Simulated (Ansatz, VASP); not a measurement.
**Mg7Se in VASP and in Ansatz**

```
Mg Se
1.0
    -3.84004    3.84004    3.09741
     3.84004   -3.84004    3.09741
     3.84004    3.84004   -3.09741
Mg Se
7 1
Direct
  0.50019 0.00019 0.00038
  0.99981 0.49981 0.99962
  0.00019 0.99981 0.50000
  0.49981 0.50019 0.50000
  0.50000 0.00000 0.50000
  0.00000 0.50000 0.50000
  0.50000 0.50000 0.00000
  0.00000 0.00000 0.00000
```

Alike in both runs: functional PBE; k mesh 4 × 4 × 4; occupations gaussian, width 0.2 eV; no spin polarisation.

Ansatz relaxed the structure, and its values are those at the end. VASP's run is a single point on that final structure, the one shown.

|  | VASP | Ansatz |
| --- | --- | --- |
| version | VASP 6.6.1 | Ansatz 0.2.0 |
| potentials or method | VASP PAW PBE potentials, release 64 (Mg, Se), cutoff 520 eV | scalar-relativistic, plane waves, PAW |
| valence electrons in the cell | 20 | 86 |

|  | VASP | Ansatz | Ansatz less VASP |
| --- | --- | --- | --- |
| gap on the k mesh at the Fermi level (eV) | none | none | - |
| pressure (GPa) | -0.1 | 0.0 | +0.12 |

A gap of «none» marks a metal or a gap that the smearing closes. VASP's potentials hold 20 valence electrons a cell and Ansatz's 86, so a difference there can come from the potentials and not from the codes.
